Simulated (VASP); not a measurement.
# Co (P6_3/mmc) in VASP: notebook, part 2 of 2

VASP 6.6.1.

## 3. Single point, LDA, collinear spin, ferromagnetic start (volume scaled by 0.96)

Input file INCAR:

```
SYSTEM = Co
  PREC = Accurate
  ENCUT = 520
  EDIFF = 1E-7
  ISMEAR = -1
  SIGMA = 0.05
  LREAL = .FALSE.
  LASPH = .TRUE.
  NELM = 150
  ALGO = Fast
  ISIF = 2
  LWAVE = .FALSE.
  LCHARG = .FALSE.
  ISPIN = 2
  MAGMOM = 2 2 2 2
  LORBIT = 11
  LMAXMIX = 4
  GGA = CA
  NBANDS = 30
```

Input file KPOINTS:

```
Automatic mesh
0
G
  12 12 4
  0 0 0
```

Input file POSCAR:

```
Co
1.0
    2.4371717178      0.0000000000      0.0000000000
   -1.2185858589      2.1106526210      0.0000000000
    0.0000000000      0.0000000000      7.9789199430
Co
4
Direct
    0.6666666667      0.3333333333      0.7500000000
    0.0000000000      0.0000000000      0.5000000000
    0.3333333333      0.6666666667      0.2500000000
    0.0000000000      0.0000000000      0.0000000000
```

Potentials or basis: VASP PAW LDA potentials, release 64 (Co).

Launch:

```console
cat potpaw_LDA.64/Co/POTCAR > POTCAR
mpirun -np 1 vasp_std > vasp.out
```

Wall time 1.8 min (1 thread of Intel Xeon Platinum 8488C (Sapphire Rapids), shared host); peak memory 0.2 GiB.

Results (log left out):

```yaml
Free_energy: -32.4399 eV
Pressure: -7.2 GPa
Band_gap_on_the_k_mesh: zero (filled and empty bands overlap)
Net_moment: 6.02 μB per cell
Site_moments: Co +1.51, +1.49 μB
Valence_electrons_inside_the_program's_atomic_spheres: Co 8.39, 8.40
```

Stress tensor (GPa, compression positive):
```
-6.10  0.00  0.00
 0.00 -6.10  0.00
 0.00  0.00 -9.28
```

Levels at points of the mesh, in eV from the Fermi level:
Spin up:
```tsv
k point	band 19	band 20	band 21	band 22	band 23	band 24
(0.00, 0.00, 0.00)	-1.24	-0.92	-0.92	-0.49	-0.49	-0.28
(0.50, 0.00, 0.00)	-0.24	-0.22	0.34	1.47	2.80	3.41
(0.00, 0.00, 0.50)	-1.40	-1.40	-0.68	-0.68	-0.68	-0.68
(0.50, 0.00, 0.50)	-0.25	-0.25	1.49	1.49	3.06	3.06
```
Spin down:
```csv
k point,band 10,band 11,band 12,band 13,band 14,band 15,band 16,band 17,band 18,band 19
"(0.00, 0.00, 0.00)",-1.28,-1.27,-0.98,-0.98,-0.92,-0.92,-0.11,-0.06,-0.06,0.33
"(0.50, 0.00, 0.00)",-1.29,-0.90,-0.18,-0.16,0.72,1.17,1.18,1.20,1.25,1.33
"(0.00, 0.00, 0.50)",-1.21,-1.21,-1.21,-1.07,-1.07,-1.07,-1.07,0.14,0.14,0.14
"(0.50, 0.00, 0.50)",-0.99,-0.85,-0.85,-0.23,-0.23,0.78,0.78,1.20,1.20,1.32
```

Caveat: the cell differs from its parent crystal (volume scaled by 0.96).

## 4. Single point, LDA, collinear spin, ferromagnetic start (volume scaled by 0.98)

Input file INCAR:

```
ALGO = Fast
EDIFF = 1E-7
ENCUT = 520
GGA = CA
ISIF = 2
ISMEAR = -1
ISPIN = 2
LASPH = T
LCHARG = F
LMAXMIX = 4
LORBIT = 11
LREAL = F
LWAVE = F
MAGMOM = 2 2 2 2
NBANDS = 30
NELM = 150
PREC = Accurate
SIGMA = 0.05
```

Input file KPOINTS:

```
k-points
0
Gamma
  12 12 4
```

Input file POSCAR:

```
Co
1.0
    2.4539803297      0.0000000000      0.0000000000
   -1.2269901649      2.1252093060      0.0000000000
    0.0000000000      0.0000000000      8.0339487160
Co
4
Direct
    0.6666666667      0.3333333333      0.7500000000
    0.0000000000      0.0000000000      0.5000000000
    0.3333333333      0.6666666667      0.2500000000
    0.0000000000      0.0000000000      0.0000000000
```

Launch:

```console
cat potpaw_LDA.64/Co/POTCAR > POTCAR
mpirun -np 1 vasp_std > vasp.out
```

It took 2.3 min on 1 thread of Intel Xeon Platinum 8488C (Sapphire Rapids), shared host; peak memory 0.2 GiB.

The run converged. Its results:

- Free energy: -32.3893 eV
- Pressure: -11.8 GPa
- Net moment: 6.09 μB per cell
- Site moments: Co +1.53, +1.51 μB
- Valence electrons inside the program's atomic spheres: Co 8.35

Stress tensor (GPa, compression positive):
```
-10.71   0.00   0.00
  0.00 -10.71   0.00
  0.00   0.00 -13.84
```

Levels at points of the mesh, in eV from the Fermi level:
Spin up:
| k point | band 18 | band 19 | band 20 | band 21 | band 22 | band 23 | band 24 | band 25 |
| --- | --- | --- | --- | --- | --- | --- | --- | --- |
| (0.00, 0.00, 0.00) | -1.25 | -1.25 | -0.94 | -0.94 | -0.53 | -0.53 | -0.27 | 6.55 |
| (0.50, 0.00, 0.00) | -0.29 | -0.28 | -0.26 | 0.33 | 1.45 | 2.71 | 3.31 | 7.34 |
| (0.00, 0.00, 0.50) | -1.41 | -1.41 | -1.41 | -0.71 | -0.71 | -0.71 | -0.71 | 9.53 |
| (0.50, 0.00, 0.50) | -0.42 | -0.30 | -0.30 | 1.43 | 1.43 | 2.98 | 2.98 | 7.66 |
Spin down:
```tsv
k point	band 12	band 13	band 14	band 15	band 16	band 17
(0.00, 0.00, 0.00)	-0.94	-0.94	-0.88	-0.88	-0.10	-0.04
(0.50, 0.00, 0.00)	-0.16	-0.15	0.71	1.15	1.15	1.18
(0.00, 0.00, 0.50)	-1.16	-1.03	-1.03	-1.03	-1.03	0.15
(0.50, 0.00, 0.50)	-0.82	-0.22	-0.22	0.76	0.76	1.17
```

Caveat: the cell differs from its parent crystal (volume scaled by 0.98).

## 5. Single point, LDA, collinear spin, ferromagnetic start (volume scaled by 1.02)

Input file INCAR:

```
SYSTEM = Co
ALGO = Normal
EDIFF = 1E-6
ENCUT = 520
ISIF = 2
ISMEAR = -1
ISPIN = 2
LASPH = .True.
LCHARG = .False.
LMAXMIX = 4
LORBIT = 11
LREAL = .False.
LWAVE = .False.
MAGMOM = 2 2 2 2
NBANDS = 30
NELM = 150
PREC = Accurate
SIGMA = 0.05
```

Input file KPOINTS:

```
k-points
0
Gamma
  12 12 4
  0 0 0
```

Input file POSCAR:

```
Co
1.0
    2.4869235940      0.0000000000      0.0000000000
   -1.2434617971      2.1537390097      0.0000000000
    0.0000000000      0.0000000000      8.1417998233
Co
4
Direct
    0.6666666667      0.3333333333      0.7500000000
    0.0000000000      0.0000000000      0.5000000000
    0.3333333333      0.6666666667      0.2500000000
    0.0000000000      0.0000000000      0.0000000000
```

Launch:

```console
cat potpaw_LDA.64/Co/POTCAR > POTCAR
mpirun -np 1 vasp_std > vasp.out
```

Run time: 2.2 min. Hardware: 1 thread of Intel Xeon Platinum 8488C (Sapphire Rapids), shared host; peak memory 0.21 GiB.

Results (log left out):

```
Free energy                                           : -32.2224 eV
Pressure                                              : -19.2 GPa
Net moment                                            : 6.28 μB per cell
Site moments                                          : Co +1.58, +1.56 μB
Valence electrons inside the program's atomic spheres : Co 8.27
```

Stress tensor (GPa, compression positive):
```
-18.19   0.00   0.00
  0.00 -18.19   0.00
  0.00   0.00 -21.37
```

Levels at points of the mesh, in eV from the Fermi level:
Spin up:
```csv
k point,band 19,band 20,band 21,band 22,band 23,band 24
"(0.00, 0.00, 0.00)",-1.29,-0.99,-0.99,-0.61,-0.61,-0.25
"(0.50, 0.00, 0.00)",-0.37,-0.36,0.32,1.40,2.54,3.13
"(0.00, 0.00, 0.50)",-1.44,-1.44,-0.77,-0.77,-0.77,-0.77
"(0.50, 0.00, 0.50)",-0.38,-0.38,1.33,1.33,2.83,2.83
```
Spin down:
```csv
k point,band 12,band 13,band 14,band 15,band 16,band 17
"(0.00, 0.00, 0.00)",-0.86,-0.86,-0.81,-0.81,-0.08,-0.02
"(0.50, 0.00, 0.00)",-0.13,-0.12,0.70,1.11,1.12,1.14
"(0.00, 0.00, 0.50)",-1.06,-0.94,-0.94,-0.94,-0.94,0.17
"(0.50, 0.00, 0.50)",-0.76,-0.19,-0.19,0.75,0.75,1.14
```

Caveat: the cell differs from its parent crystal (volume scaled by 1.02).

## 6. Single point, PBE, collinear spin, antiferromagnetic start

This run uses another cell than the first one, of 10.69 Å³/atom, 1.064 times its volume.

Input file INCAR:

```
SYSTEM = Co
  PREC = Accurate
  ENCUT = 520
  EDIFF = 1E-6
  ISMEAR = -1
  SIGMA = 0.05
  LREAL = .FALSE.
  LASPH = .TRUE.
  NELM = 150
  ALGO = Normal
  ISIF = 2
  LWAVE = .FALSE.
  LCHARG = .TRUE.
  ISPIN = 2
  MAGMOM = 2 -2 2 -2
  LORBIT = 11
  LMAXMIX = 4
  GGA = PE
  LELF = .TRUE.
  LVHAR = .TRUE.
  NBANDS = 30
```

Input file KPOINTS:

```
Automatic mesh
0
G
  12 12 4
  0 0 0
```

Input file POSCAR:

```
Co
1.0
    2.4705617809      0.0000000000      0.0000000000
   -1.2352808905      2.1395692639      0.0000000000
    0.0000000000      0.0000000000      8.0882338000
Co
4
Direct
    0.6666666667      0.3333333333      0.7500000000
    0.0000000000      0.0000000000      0.5000000000
    0.3333333333      0.6666666667      0.2500000000
    0.0000000000      0.0000000000      0.0000000000
```

Potentials or basis: VASP PAW PBE potentials, release 64 (Co).

Launch:

```console
cat potpaw_PBE.64/Co/POTCAR > POTCAR
mpirun -np 1 vasp_std > vasp.out
```

It took 3.4 min on 1 thread of Intel Xeon 6975P-C, shared host; peak memory 0.23 GiB.

The run converged. Its results:

| Property | Result |
| --- | --- |
| Free energy | -27.3083 eV |
| Pressure | -5.2 GPa |
| Net moment | 0.34 μB per cell |
| Site moments | Co +0.86, -0.69 μB |
| Valence electrons inside the program's atomic spheres | Co 8.30 |

Stress tensor (GPa, compression positive):
```
-5.12  0.00  0.00
 0.00 -5.12  0.00
 0.00  0.00 -5.23
```

Levels at points of the mesh, in eV from the Fermi level:
Spin up:
```
           k point  band 16  band 17  band 18  band 19  band 20  band 21
(0.00, 0.00, 0.00)    -0.97    -0.97    -0.70    -0.70    -0.19     0.08
(0.50, 0.00, 0.00)     0.25     0.35     0.36     0.43     0.78     0.78
(0.00, 0.00, 0.50)    -1.58    -0.74    -0.74    -0.74    -0.74     0.14
(0.50, 0.00, 0.50)    -0.18     0.03     0.03     0.78     0.78     1.81
```
Spin down:
```csv
k point,band 16,band 17,band 18,band 19,band 20,band 21
"(0.00, 0.00, 0.00)",-1.11,-1.11,-0.41,-0.41,-0.20,-0.03
"(0.50, 0.00, 0.00)",0.22,0.45,0.56,0.62,0.88,0.90
"(0.00, 0.00, 0.50)",-1.48,-0.69,-0.69,-0.69,-0.69,0.23
"(0.50, 0.00, 0.50)",-0.09,0.11,0.11,0.89,0.89,1.79
```

## 7. The runs side by side

| level | potentials or basis | spin | cell | gap on the mesh (eV) | pressure (GPa) | moment (μB) |
| --- | --- | --- | --- | --- | --- | --- |
| LDA | VASP PAW LDA potentials, release 64 (Co) | collinear, ferromagnetic start | a = 2.420, b = 2.420, c = 7.923 Å, angles 90.0, 90.0, 120.0°, 4 atoms | none | -1.9 | 5.95 |
| LDA | VASP PAW LDA potentials, release 64 (Co) | collinear, ferromagnetic start | a = 2.437, b = 2.437, c = 7.979 Å, angles 90.0, 90.0, 120.0°, 4 atoms | none | -7.2 | 6.02 |
| LDA | VASP PAW LDA potentials, release 64 (Co) | collinear, ferromagnetic start | a = 2.454, b = 2.454, c = 8.034 Å, angles 90.0, 90.0, 120.0°, 4 atoms | none | -11.8 | 6.09 |
| LDA | VASP PAW LDA potentials, release 64 (Co) | collinear, ferromagnetic start | a = 2.487, b = 2.487, c = 8.142 Å, angles 90.0, 90.0, 120.0°, 4 atoms | none | -19.2 | 6.28 |
| PBE | VASP PAW PBE potentials, release 64 (Co) | collinear, antiferromagnetic start | a = 2.471, b = 2.471, c = 8.088 Å, angles 90.0, 90.0, 120.0°, 4 atoms | none | -5.2 | 0.34 |

Alike in all rows: task single point; k mesh 12 × 12 × 4; cutoff (eV) 520; smearing fermi-dirac 0.05 eV.

Absolute energies hang on the potentials; compare differences alone.
